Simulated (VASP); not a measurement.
# Mo (Im-3m) in VASP: settings compared

Mo is run at these levels: revPBE, LDA; tasks: relaxation of cell and atoms, single point.

Program: VASP 6.6.1. These are calculated values, not measurements. Logs are shortened: lines on timing, memory, paths and dates and some standing lists are left out, and cuts for length are marked.

## Step 1: The cell of the first run

Symmetry: Im-3m, No. 229, cubic system. Conventional cell: a = 3.168 Å, b = 3.168 Å, c = 3.168 Å, α = 90.00°, β = 90.00°, γ = 90.00°. Mo (site symmetry m-3m) has 14 Mo at 2.74 to 3.17 Å within 3.6 Å.

## Step 2: Relaxation of cell and atoms, revPBE

Contents of INCAR:

```
  PREC = Accurate
  ENCUT = 600
  EDIFF = 1E-7
  ISMEAR = -1
  SIGMA = 0.05
  LREAL = F
  LASPH = T
  NELM = 100
  ALGO = Normal
  ISIF = 3
  LWAVE = F
  LCHARG = F
  GGA = RE
  IBRION = 2
  NSW = 80
  EDIFFG = -0.01
```

Contents of KPOINTS:

```
regular mesh
0
Gamma
  12 12 12
```

Contents of POSCAR:

```
Mo
1.0
   -1.5838089719      1.5838089719      1.5838089719
    1.5838089719     -1.5838089719      1.5838089719
    1.5838089719      1.5838089719     -1.5838089719
Mo
1
Direct
    0.0000000000      0.0000000000      0.0000000000
```

Potentials or basis: VASP PAW PBE potentials, release 64 (Mo_sv).

The run is started by

```console
> cat potpaw_PBE.64/Mo_sv/POTCAR > POTCAR
> mpirun -np 1 vasp_std > vasp.out
```

OUTCAR:

```text
PREC = Accurate
   ENCUT = 600
   EDIFF = 1E-7
   ISMEAR = -1
   LREAL = F
   LASPH = T
   NELM = 100
   ISIF = 3
   GGA = RE
   IBRION = 2
   NSW = 80
   EDIFFG = -0.01

 ion  position               nearest neighbor table
   1  0.000  0.000  0.000-

  LATTYP: Found a body centered cubic cell.
 ALAT       =     3.1676179438

  Lattice vectors:

 A1 = (  -1.5838089719,   1.5838089719,   1.5838089719)
 A2 = (   1.5838089719,  -1.5838089719,   1.5838089719)
 A3 = (   1.5838089719,   1.5838089719,  -1.5838089719)

Analysis of symmetry for initial positions (statically):
=====================================================================
 Subroutine PRICEL returns:
 Original cell was already a primitive cell.

 Routine SETGRP: Setting up the symmetry group for a
 body centered cubic supercell.

 Subroutine GETGRP returns: Found 48 space group operations
 (whereof 48 operations were pure point group operations)
 out of a pool of 48 trial point group operations.

The static configuration has the point symmetry O_h .

Analysis of symmetry for dynamics (positions and initial velocities):
=====================================================================
 Subroutine PRICEL returns:
 Original cell was already a primitive cell.

 Routine SETGRP: Setting up the symmetry group for a
 body centered cubic supercell.

 Subroutine GETGRP returns: Found 48 space group operations
 (whereof 48 operations were pure point group operations)
 out of a pool of 48 trial point group operations.

The dynamic configuration has the point symmetry O_h .

 Subroutine INISYM returns: Found 48 space group operations
 (whereof 48 operations are pure point group operations),
 and found     1 'primitive' translations

----------------------------------------------------------------------------------------

                                     Primitive cell

  volume of cell :      15.8916

  direct lattice vectors                    reciprocal lattice vectors
    -1.583808972  1.583808972  1.583808972     0.000000000  0.315694638  0.315694638
     1.583808972 -1.583808972  1.583808972     0.315694638  0.000000000  0.315694638
     1.583808972  1.583808972 -1.583808972     0.315694638  0.315694638  0.000000000

  length of vectors
     2.743237609  2.743237609  2.743237609     0.446459639  0.446459639  0.446459639

  position of ions in fractional coordinates (direct lattice)
     0.000000000  0.000000000  0.000000000

  ion indices of the primitive-cell ions
   primitive index   ion index
                 1           1

----------------------------------------------------------------------------------------

 KPOINTS: regular mesh

Automatic generation of k-mesh.
 Grid dimensions read from file:
 generate k-points for:   12   12   12

 Generating k-lattice:

  Cartesian coordinates                     Fractional coordinates (reciprocal lattice)
     0.000000000  0.026307886  0.026307886     0.083333333  0.000000000  0.000000000
     0.026307886  0.000000000  0.026307886     0.000000000  0.083333333  0.000000000
     0.026307886  0.026307886  0.000000000     0.000000000  0.000000000  0.083333333

  Length of vectors
     0.037204970  0.037204970  0.037204970

  Shift w.r.t. Gamma in fractional coordinates (k-lattice)
     0.000000000  0.000000000  0.000000000

 Subroutine IBZKPT returns following result:
 ===========================================

 Found     72 irreducible k-points:

 Following reciprocal coordinates:
            Coordinates               Weight
  0.000000  0.000000  0.000000      1.000000
  0.083333  0.000000  0.000000     12.000000
  0.166667  0.000000  0.000000     12.000000
  0.250000  0.000000  0.000000     12.000000
  0.333333  0.000000  0.000000     12.000000
  0.416667  0.000000  0.000000     12.000000
[... 16 lines left out ...]
  0.333333  0.083333  0.083333     24.000000
  0.416667  0.083333  0.083333     12.000000
 [... further k-points ...]
   k-points           NKPTS =     72   k-points in BZ     NKDIM =     72   number of bands    NBANDS=     11
   number of dos      NEDOS =    301   number of ions     NIONS =      1
   total plane-waves  NPLWV =  13824
   dimension x,y,z NGX =    24 NGY =   24 NGZ =   24
   dimension x,y,z NGXF=    48 NGYF=   48 NGZF=   48
   ions per type =               1
   NGX,Y,Z   is equivalent  to a cutoff of  14.54, 14.54, 14.54 a.u.
   NGXF,Y,Z  is equivalent  to a cutoff of  29.09, 29.09, 29.09 a.u.
 SYSTEM =  unknown system
   PREC   = accura    normal or accurate (medium, high low for compatibility)
   ISTART =      0    job   : 0-new  1-cont  2-samecut
   ICHARG =      2    charge: 1-file 2-atom 10-const
   ISPIN  =      1    spin polarized calculation?
   LNONCOLLINEAR =      F non collinear calculations
   LSORBIT =      F    spin-orbit coupling
   LASPH  =      T    aspherical Exc in radial PAW
   ENCUT  =  600.0 eV  44.10 Ry    6.64 a.u.   5.48  5.48  5.48*2*pi/ulx,y,z
   NELM   =    100;   NELMIN=  2; NELMDL= -5     # of ELM steps
   EDIFF  = 0.1E-06   stopping-criterion for ELM
   LREAL  =      F    real-space projection
   EDIFFG = -.1E-01   stopping-criterion for IOM
   NSW    =     80    number of steps for IOM
   IBRION =      2    ionic relax: 0-MD 1-quasi-New 2-CG
   NFREE  =      1    steps in history (QN), initial steepest desc. (CG)
   ISIF   =      3    stress and relaxation
   ISYM   =      2    0-nonsym 1-usesym 2-fastsym
   POTIM  = 0.5000    time-step for ionic-motion
   TEBEG  =    0.0;   TEEND  =   0.0 temperature during run
   PSTRESS=    0.0 pullay stress
   NELECT =      14.0000    total number of electrons
   NUPDOWN=      -1.0000    fix difference up-down
   EMIN   =  10.00;   EMAX   =-10.00  energy-range for DOS
   EFERMI =   0.00;   METHOD = LEGACY
   ISMEAR =    -1;   SIGMA  =   0.05  broadening in eV -4-tet -1-fermi 0-gaus
   EFERMI_NEDOS =   21; number of points for ismear=-14 and -15
   IALGO  =     38    algorithm
   IMIX   =      4    mixing-type and parameters
     AMIX     =   0.40;   BMIX     =  1.00
     AMIX_MAG =   1.60;   BMIX_MAG =  1.00
  volume/ion in A,a.u.               =      15.89       107.24
  Fermi-wavevector in a.u.,A,eV,Ry     =   1.569380  2.965698 33.510508  2.462953
  Thomas-Fermi vector in A             =   2.671271
   LORBIT       =      0    0 simple, 1 ext, 2 COOP (PROOUT), +10 PAW based schemes
   GGA     = RE    functional components
   LHFCALC =     F    Hartree Fock is set to
   AEXX    =    0.0000 exact exchange contribution
   IVDW    =     0    specifies the selected vdW correction
   LEPSILON=     F    determine dielectric tensor
   LRPA    =     F    only Hartree local field effects (RPA)
 conjugate gradient relaxation of ions
 non-spin polarized calculation
  energy-cutoff  :      600.00
  volume of cell :       15.89
 maximum number of plane-waves:       555
 NGX is ok and might be reduce to    24
   NGX = 11   NGY = 11   NGZ = 11

--------------------------------------- Ionic step        1  -------------------------------------------

 number of electron      14.0000002 magnetization

 Free energy of the ion-electron system (eV)
  ---------------------------------------------------
  ext. energy  EPLUGINS =         0.00000000
  ---------------------------------------------------
  free energy    TOTEN  =       -10.49921942 eV

  energy without entropy =      -10.49663961  energy(sigma->0) =      -10.49792952

------------------------ aborting loop because EDIFF is reached ----------------------------------------

  FORCE on cell =-STRESS in cart. coord.  units (eV):
  Direction    XX          YY          ZZ          XY          YZ          ZX
  --------------------------------------------------------------------------------------
  -------------------------------------------------------------------------------------
  Total        0.0976590      0.0976590      0.0976590     -0.0000000      0.0000000      0.0000000
  in kB        9.8458831      9.8458831      9.8458831     -0.0000000      0.0000000      0.0000000
  external PRESSURE =       9.8458831 kB  Pullay stress =       0.0000000 kB
[... 55 lines left out ...]
  energy  without entropy=      -10.4954251520  energy(sigma->0) =      -10.49674788

--------------------------------------- Ionic step        3  -------------------------------------------

 number of electron      14.0000002 magnetization

 Free energy of the ion-electron system (eV)
  ---------------------------------------------------
  ext. energy  EPLUGINS =         0.00000000
  ---------------------------------------------------
  free energy    TOTEN  =       -10.49940334 eV

  energy without entropy =      -10.49680412  energy(sigma->0) =      -10.49810373

 E-fermi :  12.2782     XC(G=0): -13.2277

 val. band max:       12.2645700380   @ k =   0.5000   0.5000   0.0833
 cond. band min:      12.3240057462   @ k =  -0.3333   0.3333   0.2500
 fundamental gap:      0.0594357081
 Fermi energy:        12.2781544398

 k-point     1 :       0.0000    0.0000    0.0000
  band No.  band energies     occupation
      1     -48.9679      2.00000
      2     -22.2808      2.00000
      3     -22.2808      2.00000
      4     -22.2808      2.00000
      5       5.1658      2.00000
      6      10.9964      2.00000
      7      10.9964      2.00000
      8      10.9964      2.00000
      9      13.9515      0.00000
     10      13.9515      0.00000
     11      27.1154      0.00000
[... 309 lines left out ...]
 k-point    24 :       0.4167    0.0833    0.0833
  band No.  band energies     occupation
      1     -48.7195      2.00000
      2     -23.5053      2.00000
      3     -22.7617      2.00000
      4     -22.3783      2.00000
      5       7.6844      2.00000
      6       9.0059      2.00000
      7      12.5995      0.00323
      8      14.1270      0.00000
      9      14.6098      0.00000
     10      18.5119      0.00000
     11      23.1228      0.00000

 [... further k-points ...]
[... 5 lines left out ...]
  --------------------------------------------------------------------------------------
  -------------------------------------------------------------------------------------
  Total        0.0005586      0.0005586      0.0005586      0.0000000     -0.0000000      0.0000000
  in kB        0.0561058      0.0561058      0.0561058      0.0000000     -0.0000000      0.0000000
  external PRESSURE =       0.0561058 kB  Pullay stress =       0.0000000 kB
[... 16 lines left out ...]
  FREE ENERGIE OF THE ION-ELECTRON SYSTEM (eV)
  ---------------------------------------------------
  free  energy   TOTEN  =       -10.4994033390 eV

  energy  without entropy=      -10.4968041239  energy(sigma->0) =      -10.49810373

 reached required accuracy - stopping structural energy minimisation
```

It took 19 s on 1 thread of Intel Xeon Platinum 8488C (Sapphire Rapids), shared host; peak memory 0.15 GiB.

Results:

| Item | Value |
| --- | --- |
| Free energy | -10.4994 eV |
| Relaxed volume | 15.95 Å³/atom |
| Relaxed cell | a = 2.747 Å, b = 2.747 Å, c = 2.747 Å, α = 109.47°, β = 109.47°, γ = 109.47° |
| Space group after relaxing (to 0.05 Å) | Im-3m (No. 229) |
| Energy gained by relaxing | 0.2 meV/atom |
| Ionic steps | 3 |
| Pressure after relaxing | 0.0 GPa |
| Band gap on the k mesh | zero (band 7 reaches 16.18 eV, above the bottom of band 8 at 11.00 eV) |

The path:
```tsv
step	energy change (eV)	largest force (eV/Å)	pressure (GPa)	volume (Å³)
1	0.0000	0.0000	0.98	15.89
2	0.0011	0.0000	-2.56	16.12
3	-0.0002	0.0000	0.01	15.95
```

Final structure:
```
CELL_PARAMETERS angstrom
-1.58583 1.58583 1.58583
1.58583 -1.58583 1.58583
1.58583 1.58583 -1.58583
ATOMIC_POSITIONS crystal
Mo 0.00000 0.00000 0.00000
```

Levels at points of the mesh, in eV from the Fermi level:
| k point | band 5 | band 6 | band 7 | band 8 | band 9 | band 10 |
| --- | --- | --- | --- | --- | --- | --- |
| (0.00, 0.00, 0.00) | -7.11 | -1.28 | -1.28 | -1.28 | 1.67 | 1.67 |
| (0.50, 0.00, 0.00) | -5.15 | -3.26 | 1.59 | 1.69 | 2.30 | 4.63 |
| (0.50, 0.50, 0.50) | -5.24 | -5.24 | 3.90 | 3.90 | 3.90 | 8.96 |

Caveat: the PAW data sets were made with another functional, which shifts forces and pressure a little.

[end of part 1 of 2]
